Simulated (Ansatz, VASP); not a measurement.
**KI in VASP and in Ansatz**

The input POSCAR:

```
KI
1.0
    0.0000000000      3.5245500000      3.5245500000
    3.5245500000      0.0000000000      3.5245500000
    3.5245500000      3.5245500000      0.0000000000
K I
1 1
Direct
    0.0000000000      0.0000000000      0.0000000000
    0.4822672398      0.4822672398      0.5177327602
```

File INCAR.step1:

```
ALGO     = Normal         # electronic algorithm
EDIFF    = 1E-4           # SCF threshold, eV
ENCUT    = 520            # plane-wave cutoff, eV
GGA      = PE             # functional
ISMEAR   = 0              # smearing method
LASPH    = T              # aspherical terms in the spheres
LCHARG   = F              # write CHGCAR
LREAL    = F              # projectors in reciprocal space
LWAVE    = T              # write WAVECAR
NBANDS   = 15             # bands
NELM     = 80             # most SCF steps
PREC     = Accurate       # precision mode
SIGMA    = 0.05           # smearing width, eV
```

Contents of INCAR.step2:

```
ALGO     = Normal         # electronic algorithm
EDIFF    = 1E-6           # SCF threshold, eV
ENCUT    = 520            # plane-wave cutoff, eV
ISIF     = 2              # what is computed and relaxed
ISMEAR   = 0              # smearing method
ISTART   = 1            
LASPH    = T              # aspherical terms in the spheres
LCHARG   = F              # write CHGCAR
LMIXTAU  = T            
LREAL    = F              # projectors in reciprocal space
LWAVE    = F              # write WAVECAR
METAGGA  = R2SCAN         # meta-GGA
NBANDS   = 15             # bands
NELM     = 80             # most SCF steps
PREC     = Accurate       # precision mode
SIGMA    = 0.05           # smearing width, eV
```

Contents of KPOINTS:

```
k-points
0
Gamma
  6 6 6
```

Input for Ansatz:

```yaml
crystal:
  lattice:
    - [0.0, 3.52455, 3.52455]
    - [3.52455, 0.0, 3.52455]
    - [3.52455, 3.52455, 0.0]
  atoms:
    - { symbol: K, position: [0.0, 0.0, 0.0] }
    - { symbol: I, position: [0.4822672398, 0.4822672398, 0.5177327602] }
basis:
  ecutwfc: 500
kpoints:
  mp_grid: { grid: [6, 6, 6] }
hamiltonian:
  xc: r2scan
scf:
  occupations: { method: gaussian, width: 0.05 }
output:
  forces: true
  stress: true
  eigenvalues: true
```

Change from the starting cell: all I atoms moved +0.125 Å, as atom 2 towards its neighbour atom 1 (K) at 3.525 Å.

Alike in both runs: task single point; functional r2SCAN; k mesh 6 × 6 × 6; occupations gaussian, width 0.05 eV; no spin polarisation.

```csv
,VASP,Ansatz
version,VASP 6.6.1,Ansatz 0.2.0
potentials or method,"VASP PAW PBE potentials, release 64 (K_sv, I), cutoff 520 eV","scalar-relativistic, plane waves, PAW"
valence electrons in the cell,16,26
```

VASP gave:

```
gap on the k mesh at the Fermi level (eV)                     : 4.63
least direct gap on the mesh (eV)                             : 4.63
pressure (GPa)                                                : 0.3
traceless stress, the component that is largest in VASP (GPa) : 0.17
rms of the force components (eV/Å)                            : 0.092
```

What did Ansatz give for the same quantities?

gap on the k mesh at the Fermi level (eV): 4.63; least direct gap on the mesh (eV): 4.63; pressure (GPa): 0.3; traceless stress, the component that is largest in VASP (GPa): 0.17; rms of the force components (eV/Å): 0.091.

VASP's potentials were made for PBE, not for r2SCAN. Atom by atom the forces differ by 0.001 eV/Å (rms over components). VASP's potentials hold 16 valence electrons a cell and Ansatz's 26, so a difference there can come from the potentials and not from the codes.

Neither program's run includes spin-orbit coupling.
